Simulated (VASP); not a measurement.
Write the native input for VASP 6.6.1 that does the following.

- Task: single point
- Functional: PBE
- Potentials or basis: VASP PAW PBE potentials, release 64 (In_d, Se)
- Cutoff: 520 eV
- k mesh: 6 × 6 × 6
- Occupations: gaussian, width 0.2 eV
- Spin: no spin polarisation
- Dipole correction: no
- Further INCAR settings: ALGO = Normal; EDIFF = 1e-06; NBANDS = 27

The structure of InSe lies in POSCAR:

```
InSe
1.0
   -2.9156825399      0.0030880932     -2.9090198870
   -2.9159436236     -2.9162193302      0.0032199483
   -6.1869805892      3.2790602556      3.2738437110
In Se
2 2
Direct
    0.4998694730      0.4999646732      0.5000166956
    0.9999438519      1.0007753700     -0.0001121181
    0.2367579223      0.2375241149      0.2887961903
    0.7634287527      0.7617358420      0.7112992323
```

These files were run (other wordings do the same):

INCAR

```
SYSTEM = InSe
ALGO     = Normal         ! electronic algorithm
EDIFF    = 1E-6           ! SCF threshold, eV
ENCUT    = 520            ! plane-wave cutoff, eV
GGA      = PE             ! functional
ISIF     = 2              ! what is computed and relaxed
ISMEAR   = 0              ! smearing method
LASPH    = .TRUE.         ! aspherical terms in the spheres
LCHARG   = .FALSE.        ! write CHGCAR
LREAL    = .FALSE.        ! projectors in reciprocal space
LWAVE    = .FALSE.        ! write WAVECAR
NBANDS   = 27             ! bands
NELM     = 80             ! most SCF steps
PREC     = Accurate       ! precision mode
SIGMA    = 0.2            ! smearing width, eV
```

KPOINTS

```
k-points
0
G
  6 6 6
  0 0 0
```

Potentials or basis: VASP PAW PBE potentials, release 64 (In_d, Se).

Launch:

```sh
$ cat potpaw_PBE.64/In_d/POTCAR potpaw_PBE.64/Se/POTCAR > POTCAR
$ mpirun -np 1 vasp_std > vasp.out
```

Results of the run:

```json
{
 "Pressure": "0.0 GPa",
 "Largest force": "0.011 eV/Å",
 "Band gap on the k mesh": "zero (band 19 reaches 5.18 eV, above the bottom of band 20 at 4.67 eV)"
}
```

Caveat: spin-orbit coupling is left out, which moves the levels of the heavy elements.

It took 6.5 min on 1 thread of Intel Xeon 6975P-C, on a shared host, peak memory 0.43 GiB.
